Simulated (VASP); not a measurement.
Set up this calculation in VASP 6.6.1, as the native input.

```yaml
Task: single point
Functional: PBEsol
Potentials_or_basis: VASP PAW PBE potentials, release 64 (Sr_sv, O)
Cutoff: 520 eV
k_mesh: 12 × 12 × 12
Occupations: fermi-dirac, width 0.08 eV
Spin: no spin polarisation
Dipole_correction: no
Further_INCAR_settings: ALGO = Normal; EDIFF = 1e-06; NBANDS = 15
```

The structure of SrO lies in POSCAR:

```
SrO
1.0
    2.5614438832      2.5614438832      0.0000000000
   -2.5614438832      2.5614438832      0.0000000000
    0.0000000000      2.5614438832      2.5614438832
Sr O
1 1
Direct
    0.5000000000      0.5000000000      0.0000000000
    0.0000000000      0.0000000000      0.0000000000
```

One way to write it, as run:

INCAR

```
SYSTEM = SrO
  PREC = Accurate
  ENCUT = 520
  EDIFF = 1E-6
  ISMEAR = -1
  SIGMA = 0.08
  LREAL = .False.
  LASPH = .True.
  NELM = 80
  ALGO = Normal
  ISIF = 2
  LWAVE = .False.
  LCHARG = .False.
  GGA = PS
  NBANDS = 15
```

KPOINTS

```
Automatic mesh
0
Gamma
  12 12 12
  0 0 0
```

Potentials or basis: VASP PAW PBE potentials, release 64 (Sr_sv, O).

Run with:

```bash
$ cat potpaw_PBE.64/Sr_sv/POTCAR potpaw_PBE.64/O/POTCAR > POTCAR
$ mpirun -np 1 vasp_std > vasp.out
```

Results of the run:

```json
{"Pressure": "0.6 GPa", "Band gap on the k mesh": "3.15 eV, indirect (least direct gap 3.23 eV)"}
```

Caveat: the PAW data sets were made with another functional, which shifts forces and pressure a little.

Run time: 19 s on 1 thread of AMD EPYC 9R45 96-Core Processor (Zen 5) (shared host), peak memory 0.15 GiB.
